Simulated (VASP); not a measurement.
# Fe (Fm-3m) in VASP: a series of runs

Fe is run at these levels: PBE; tasks: relaxation of cell and atoms, single point.

All numbers are computed with VASP 6.6.1; they aren't measurements. Logs are shortened: lines on timing, memory, paths and dates and some standing lists are left out, and cuts for length are marked.

### 1 The cell of the first run

It takes space group Fm-3m (No. 225, cubic). The conventional cell has a = 3.669 Å, b = 3.669 Å, c = 3.669 Å, α = 90.00°, β = 90.00°, γ = 90.00°. Within 3.4 Å of Fe (site symmetry m-3m) lie 12 Fe at 2.59 Å.

### 2 Relaxation of cell and atoms, PBE, collinear spin, ferromagnetic start

Contents of INCAR:

```
PREC     = Accurate       # precision mode
ENCUT    = 600            # plane-wave cutoff, eV
EDIFF    = 1E-7           # SCF threshold, eV
ISMEAR   = 0              # smearing method
SIGMA    = 0.1            # smearing width, eV
LREAL    = F              # projectors in reciprocal space
LASPH    = T              # aspherical terms in the spheres
NELM     = 150            # most SCF steps
ALGO     = Fast           # electronic algorithm
ISIF     = 3              # what is computed and relaxed
LWAVE    = F              # write WAVECAR
LCHARG   = F              # write CHGCAR
ISPIN    = 2              # spin polarisation
MAGMOM   = 3.01           # initial moments
LORBIT   = 11             # projections on sites
LMAXMIX  = 4              # l up to which the mixer works
GGA      = PE             # functional
IBRION   = 2              # ionic algorithm
NSW      = 80             # ionic steps
EDIFFG   = -0.01          # ionic threshold
```

Contents of KPOINTS:

```
regular mesh
0
Gamma
  20 20 20
```

Contents of POSCAR:

```
Fe
1.0
    0.0000000000      1.8344289553      1.8344289553
    1.8344289553      0.0000000000      1.8344289553
    1.8344289553      1.8344289553      0.0000000000
Fe
1
Direct
    0.0000000000      0.0000000000      0.0000000000
```

Potentials or basis: VASP PAW PBE potentials, release 64 (Fe).

Launch:

```sh
$ cat potpaw_PBE.64/Fe/POTCAR > POTCAR
$ mpirun -np 1 vasp_std > vasp.out
```

OUTCAR:

```text
PREC = Accurate
   ENCUT = 600
   EDIFF = 1E-7
   ISMEAR = 0
   LREAL = F
   LASPH = T
   NELM = 150
   ISIF = 3
   ISPIN = 2
   LORBIT = 11
   GGA = PE
   IBRION = 2
   NSW = 80
   EDIFFG = -0.01

 ion  position               nearest neighbor table
   1  0.000  0.000  0.000-

  LATTYP: Found a face centered cubic cell.
 ALAT       =     3.6688579106

  Lattice vectors:

 A1 = (   0.0000000000,   1.8344289553,   1.8344289553)
 A2 = (   1.8344289553,   0.0000000000,   1.8344289553)
 A3 = (   1.8344289553,   1.8344289553,   0.0000000000)

Analysis of symmetry for initial positions (statically):
=====================================================================
 Subroutine PRICEL returns:
 Original cell was already a primitive cell.

 Routine SETGRP: Setting up the symmetry group for a
 face centered cubic supercell.

 Subroutine GETGRP returns: Found 48 space group operations
 (whereof 48 operations were pure point group operations)
 out of a pool of 48 trial point group operations.

The static configuration has the point symmetry O_h .

Analysis of symmetry for dynamics (positions and initial velocities):
=====================================================================
 Subroutine PRICEL returns:
 Original cell was already a primitive cell.

 Routine SETGRP: Setting up the symmetry group for a
 face centered cubic supercell.

 Subroutine GETGRP returns: Found 48 space group operations
 (whereof 48 operations were pure point group operations)
 out of a pool of 48 trial point group operations.

The dynamic configuration has the point symmetry O_h .

Analysis of structural, dynamic, and magnetic symmetry:
=====================================================================
 Subroutine PRICEL returns:
 Original cell was already a primitive cell.

 Routine SETGRP: Setting up the symmetry group for a
 face centered cubic supercell.

 Subroutine GETGRP returns: Found 48 space group operations
 (whereof 48 operations were pure point group operations)
 out of a pool of 48 trial point group operations.

The overall configuration has the point symmetry O_h .

 Subroutine INISYM returns: Found 48 space group operations
 (whereof 48 operations are pure point group operations),
 and found     1 'primitive' translations

----------------------------------------------------------------------------------------

                                     Primitive cell

  volume of cell :      12.3462

  direct lattice vectors                    reciprocal lattice vectors
     0.000000000  1.834428955  1.834428955    -0.272564385  0.272564385  0.272564385
     1.834428955  0.000000000  1.834428955     0.272564385 -0.272564385  0.272564385
     1.834428955  1.834428955  0.000000000     0.272564385  0.272564385 -0.272564385

  length of vectors
     2.594274308  2.594274308  2.594274308     0.472095363  0.472095363  0.472095363

  position of ions in fractional coordinates (direct lattice)
     0.000000000  0.000000000  0.000000000

  ion indices of the primitive-cell ions
   primitive index   ion index
                 1           1

----------------------------------------------------------------------------------------

 KPOINTS: regular mesh

Automatic generation of k-mesh.
 Grid dimensions read from file:
 generate k-points for:   20   20   20

 Generating k-lattice:

  Cartesian coordinates                     Fractional coordinates (reciprocal lattice)
    -0.013628219  0.013628219  0.013628219     0.050000000  0.000000000  0.000000000
     0.013628219 -0.013628219  0.013628219     0.000000000  0.050000000  0.000000000
     0.013628219  0.013628219 -0.013628219     0.000000000  0.000000000  0.050000000

  Length of vectors
     0.023604768  0.023604768  0.023604768

  Shift w.r.t. Gamma in fractional coordinates (k-lattice)
     0.000000000  0.000000000  0.000000000

 Subroutine IBZKPT returns following result:
 ===========================================

 Found    256 irreducible k-points:

 Following reciprocal coordinates:
            Coordinates               Weight
  0.000000  0.000000  0.000000      1.000000
  0.050000  0.000000  0.000000      8.000000
  0.100000  0.000000  0.000000      8.000000
  0.150000  0.000000  0.000000      8.000000
  0.200000  0.000000  0.000000      8.000000
  0.250000  0.000000  0.000000      8.000000
[... 16 lines left out ...]
 -0.400000  0.050000  0.000000     24.000000
 -0.350000  0.050000  0.000000     24.000000
 [... further k-points ...]
   k-points           NKPTS =    256   k-points in BZ     NKDIM =    256   number of bands    NBANDS=     10
   number of dos      NEDOS =    301   number of ions     NIONS =      1
   total plane-waves  NPLWV =  13824
   dimension x,y,z NGX =    24 NGY =   24 NGZ =   24
   dimension x,y,z NGXF=    48 NGYF=   48 NGZF=   48
   ions per type =               1
   NGX,Y,Z   is equivalent  to a cutoff of  15.38, 15.38, 15.38 a.u.
   NGXF,Y,Z  is equivalent  to a cutoff of  30.76, 30.76, 30.76 a.u.
 SYSTEM =  unknown system
   PREC   = accura    normal or accurate (medium, high low for compatibility)
   ISTART =      0    job   : 0-new  1-cont  2-samecut
   ICHARG =      2    charge: 1-file 2-atom 10-const
   ISPIN  =      2    spin polarized calculation?
   LNONCOLLINEAR =      F non collinear calculations
   LSORBIT =      F    spin-orbit coupling
   LASPH  =      T    aspherical Exc in radial PAW
   ENCUT  =  600.0 eV  44.10 Ry    6.64 a.u.   5.18  5.18  5.18*2*pi/ulx,y,z
   NELM   =    150;   NELMIN=  2; NELMDL= -5     # of ELM steps
   EDIFF  = 0.1E-06   stopping-criterion for ELM
   LREAL  =      F    real-space projection
   EDIFFG = -.1E-01   stopping-criterion for IOM
   NSW    =     80    number of steps for IOM
   IBRION =      2    ionic relax: 0-MD 1-quasi-New 2-CG
   NFREE  =      1    steps in history (QN), initial steepest desc. (CG)
   ISIF   =      3    stress and relaxation
   ISYM   =      2    0-nonsym 1-usesym 2-fastsym
   POTIM  = 0.5000    time-step for ionic-motion
   TEBEG  =    0.0;   TEEND  =   0.0 temperature during run
   PSTRESS=    0.0 pullay stress
   NELECT =       8.0000    total number of electrons
   NUPDOWN=      -1.0000    fix difference up-down
   EMIN   =  10.00;   EMAX   =-10.00  energy-range for DOS
   EFERMI =   0.00;   METHOD = LEGACY
   ISMEAR =     0;   SIGMA  =   0.10  broadening in eV -4-tet -1-fermi 0-gaus
   EFERMI_NEDOS =   21; number of points for ismear=-14 and -15
   IALGO  =     68    algorithm
   IMIX   =      4    mixing-type and parameters
     AMIX     =   0.40;   BMIX     =  1.00
     AMIX_MAG =   1.60;   BMIX_MAG =  1.00
  volume/ion in A,a.u.               =      12.35        83.32
  Fermi-wavevector in a.u.,A,eV,Ry     =   1.416644  2.677068 27.305247  2.006879
  Thomas-Fermi vector in A             =   2.537957
   LORBIT       =     11    0 simple, 1 ext, 2 COOP (PROOUT), +10 PAW based schemes
   GGA     = PE    functional components
   LHFCALC =     F    Hartree Fock is set to
   AEXX    =    0.0000 exact exchange contribution
   IVDW    =     0    specifies the selected vdW correction
   LEPSILON=     F    determine dielectric tensor
   LRPA    =     F    only Hartree local field effects (RPA)
 conjugate gradient relaxation of ions
 spin polarized calculation
 RMM-DIIS sequential band-by-band and
 Gauss-broadening in eV      SIGMA  =   0.10
  energy-cutoff  :      600.00
  volume of cell :       12.35
 maximum number of plane-waves:       428
 NGX is ok and might be reduce to    24
   NGX = 11   NGY = 11   NGZ = 11

--------------------------------------- Ionic step        1  -------------------------------------------

 number of electron       7.9999999 magnetization       2.6164790

 Free energy of the ion-electron system (eV)
  ---------------------------------------------------
  ext. energy  EPLUGINS =         0.00000000
  ---------------------------------------------------
  free energy    TOTEN  =        -8.08350947 eV

  energy without entropy =       -8.07826586  energy(sigma->0) =       -8.08088766

------------------------ aborting loop because EDIFF is reached ----------------------------------------

  FORCE on cell =-STRESS in cart. coord.  units (eV):
  Direction    XX          YY          ZZ          XY          YZ          ZX
  --------------------------------------------------------------------------------------
  -------------------------------------------------------------------------------------
  Total       -0.3302816     -0.3302816     -0.3302816     -0.0000000     -0.0000000      0.0000000
  in kB      -42.8609976    -42.8609976    -42.8609976     -0.0000000     -0.0000000      0.0000000
  external PRESSURE =     -42.8609976 kB  Pullay stress =       0.0000000 kB

 VOLUME and BASIS-vectors are now :
 -----------------------------------------------------------------------------
  energy-cutoff  :      600.00
  volume of cell :       12.35
      direct lattice vectors                 reciprocal lattice vectors
     0.000000000  1.834428955  1.834428955    -0.272564385  0.272564385  0.272564385
     1.834428955  0.000000000  1.834428955     0.272564385 -0.272564385  0.272564385
     1.834428955  1.834428955  0.000000000     0.272564385  0.272564385 -0.272564385
[... 36 lines left out ...]
 POSITION                                       TOTAL-FORCE (eV/Angst)
 -----------------------------------------------------------------------------------
      3.61040      1.80520      1.80520        -0.000000     -0.000000      0.000000
 -----------------------------------------------------------------------------------
    total drift:                                0.000000      0.000000      0.000000

  FREE ENERGIE OF THE ION-ELECTRON SYSTEM (eV)
  ---------------------------------------------------
  free  energy   TOTEN  =        -8.0843158246 eV

  energy  without entropy=       -8.0781389468  energy(sigma->0) =       -8.08122739

--------------------------------------- Ionic step        3  -------------------------------------------

 number of electron       8.0000001 magnetization       2.6011247

 Free energy of the ion-electron system (eV)
  ---------------------------------------------------
  ext. energy  EPLUGINS =         0.00000000
  ---------------------------------------------------
  free energy    TOTEN  =        -8.08772361 eV

  energy without entropy =       -8.08241829  energy(sigma->0) =       -8.08507095

 E-fermi :   5.4790     XC(G=0): -12.7762

 val. band max:        5.4773914256   @ k =   0.4000   0.0500   0.0000
 cond. band min:       5.4800844834   @ k =   0.5000   0.0500   0.0000
 fundamental gap:      0.0026930579
 Fermi energy:         5.4790095744

 spin component 1

 k-point     1 :       0.0000    0.0000    0.0000
  band No.  band energies     occupation
      1      -2.8889      1.00000
      2       3.0312      1.00000
      3       3.0312      1.00000
      4       3.0312      1.00000
      5       4.0016      1.00000
      6       4.0016      1.00000
      7      27.2445      0.00000
      8      31.2646      0.00000
      9      31.2646      0.00000
     10      31.2646      0.00000

 k-point     2 :       0.0500    0.0000    0.0000
  band No.  band energies     occupation
      1      -2.7950      1.00000
      2       3.0037      1.00000
      3       3.0552      1.00000
      4       3.0552      1.00000
      5       3.9913      1.00000
      6       3.9913      1.00000
      7      27.0468      0.00000
      8      30.0232      0.00000
      9      31.0767      0.00000
     10      31.0768      0.00000
[... 274 lines left out ...]
 k-point    24 :      -0.3500    0.0500    0.0000
  band No.  band energies     occupation
      1       0.4418      1.00000
      2       2.9605      1.00000
      3       3.0106      1.00000
      4       3.4397      1.00000
      5       4.5540      1.00000
      6       4.9501      1.00000
      7      14.5845      0.00000
      8      25.6821      0.00000
      9      28.0809      0.00000
     10      30.1235      0.00000

 [... further k-points ...]

 spin component 2

 k-point     1 :       0.0000    0.0000    0.0000
  band No.  band energies     occupation
      1      -2.6455      1.00000
      2       5.4053      0.85145
      3       5.4053      0.85125
      4       5.4053      0.85124
      5       7.0026      0.00000
      6       7.0027      0.00000
      7      26.8672      0.00000
      8      31.6590      0.00000
      9      31.6590      0.00000
     10      31.6590      0.00000

 k-point     2 :       0.0500    0.0000    0.0000
  band No.  band energies     occupation
      1      -2.5513      1.00000
      2       5.3653      0.94612
      3       5.4325      0.74444
      4       5.4326      0.74424
      5       6.9881      0.00000
      6       6.9882      0.00000
      7      26.7590      0.00000
      8      30.3952      0.00000
      9      31.5273      0.00000
     10      31.5273      0.00000
[... 308 lines left out ...]
 POSITION                                       TOTAL-FORCE (eV/Angst)
 -----------------------------------------------------------------------------------
     -0.00000      0.00000      0.00000        -0.000000     -0.000000     -0.000000
 -----------------------------------------------------------------------------------
    total drift:                                0.000000      0.000000     -0.000000

  FREE ENERGIE OF THE ION-ELECTRON SYSTEM (eV)
  ---------------------------------------------------
  free  energy   TOTEN  =        -8.0877236121 eV

  energy  without entropy=       -8.0824182945  energy(sigma->0) =       -8.08507095

 reached required accuracy - stopping structural energy minimisation

 total charge

# of ion       s       p       d       tot
------------------------------------------
    1        0.473   0.499   6.183   7.155

 magnetization (x)

# of ion       s       p       d       tot
------------------------------------------
    1       -0.016  -0.050   2.666   2.599
```

Run time: 2.3 min. Hardware: 1 thread of Intel Xeon 6975P-C, shared host; peak memory 0.21 GiB.

What came out:

| Quantity | Value |
| --- | --- |
| Free energy | -8.0877 eV |
| Relaxed volume | 12.04 Å³/atom |
| Relaxed cell | a = 2.573 Å, b = 2.573 Å, c = 2.573 Å, α = 60.00°, β = 60.00°, γ = 60.00° |
| Space group after relaxing (to 0.05 Å) | Fm-3m (No. 225) |
| Energy gained by relaxing | 4.2 meV/atom |
| Ionic steps | 3 |
| Pressure after relaxing | 0.0 GPa |
| Net moment | 2.60 μB per cell |
| Site moments | Fe +2.60 μB |
| Valence electrons inside the program's atomic spheres | Fe 7.16 |

The path:
```csv
step,energy change (eV),largest force (eV/Å),pressure (GPa),volume (Å³)
1,0.0000,0.0000,-4.29,12.35
2,-0.0008,0.0000,3.93,11.77
3,-0.0042,0.0000,0.00,12.04
```

Final structure:
```xyz
1
Lattice="0.0000 1.8191 1.8191 1.8191 0.0000 1.8191 1.8191 1.8191 0.0000" Properties=species:S:1:pos:R:3 pbc="T T T"
Fe    0.0000    0.0000    0.0000
```

### 3 Single point, PBE, collinear spin, ferromagnetic start

This run uses another cell than the first one, of 12.06 Å³/atom, 0.977 times its volume.

Contents of INCAR:

```
SYSTEM = Fe
ALGO     = Normal         ! electronic algorithm
EDIFF    = 1E-7           ! SCF threshold, eV
ENCUT    = 520            ! plane-wave cutoff, eV
GGA      = PE             ! functional
ISIF     = 2              ! what is computed and relaxed
ISMEAR   = 0              ! smearing method
ISPIN    = 2              ! spin polarisation
LASPH    = .True.         ! aspherical terms in the spheres
LCHARG   = .False.        ! write CHGCAR
LMAXMIX  = 4              ! l up to which the mixer works
LORBIT   = 11             ! projections on sites
LREAL    = .False.        ! projectors in reciprocal space
LWAVE    = .False.        ! write WAVECAR
MAGMOM   = 3.01           ! initial moments
NBANDS   = 14             ! bands
NELM     = 150            ! most SCF steps
PREC     = Accurate       ! precision mode
SIGMA    = 0.1            ! smearing width, eV
```

Contents of KPOINTS:

```
k-points
0
Gamma
  20 20 20
  0 0 0
```

Contents of POSCAR:

```
Fe
1.0
    0.0000000000      1.8200052446      1.8200052446
    1.8200052446      0.0000000000      1.8200052446
    1.8200052446      1.8200052446      0.0000000000
Fe
1
Direct
    0.0000000000      0.0000000000      0.0000000000
```

Potentials or basis: VASP PAW PBE potentials, release 64 (Fe).

Launch:

```sh
$ cat potpaw_PBE.64/Fe/POTCAR > POTCAR
$ mpirun -np 1 vasp_std > vasp.out
```

Wall time 2.1 min (1 thread of AMD EPYC 7R43 (Zen 3), shared host); peak memory 0.14 GiB.

It converged, with:

```
Free energy                                           : -8.0880 eV
Pressure                                              : -0.2 GPa
Net moment                                            : 2.60 μB per cell
Site moments                                          : Fe +2.60 μB
Valence electrons inside the program's atomic spheres : Fe 7.15
```

Levels at points of the mesh, in eV from the Fermi level:
Spin up:
| k point | band 3 | band 4 | band 5 | band 6 | band 7 | band 8 |
| --- | --- | --- | --- | --- | --- | --- |
| (0.00, 0.00, 0.00) | -2.45 | -2.45 | -1.48 | -1.48 | 21.75 | 25.76 |
| (0.50, 0.00, 0.00) | -2.61 | -0.56 | -0.56 | -0.16 | 5.95 | 20.38 |
| (0.50, 0.50, 0.00) | -0.71 | -0.28 | -0.28 | 2.45 | 9.17 | 14.01 |
Spin down:
```
           k point  band 1  band 2  band 3  band 4  band 5  band 6  band 7  band 8
(0.00, 0.00, 0.00)   -8.12   -0.07   -0.07   -0.07    1.52    1.52   21.37   26.15
(0.50, 0.00, 0.00)   -3.44   -0.05   -0.05   -0.02    2.31    2.31    7.63   20.03
(0.50, 0.50, 0.00)   -3.17   -2.42    2.42    2.45    2.45    2.69   10.71   14.49
```

[end of part 1 of 2]
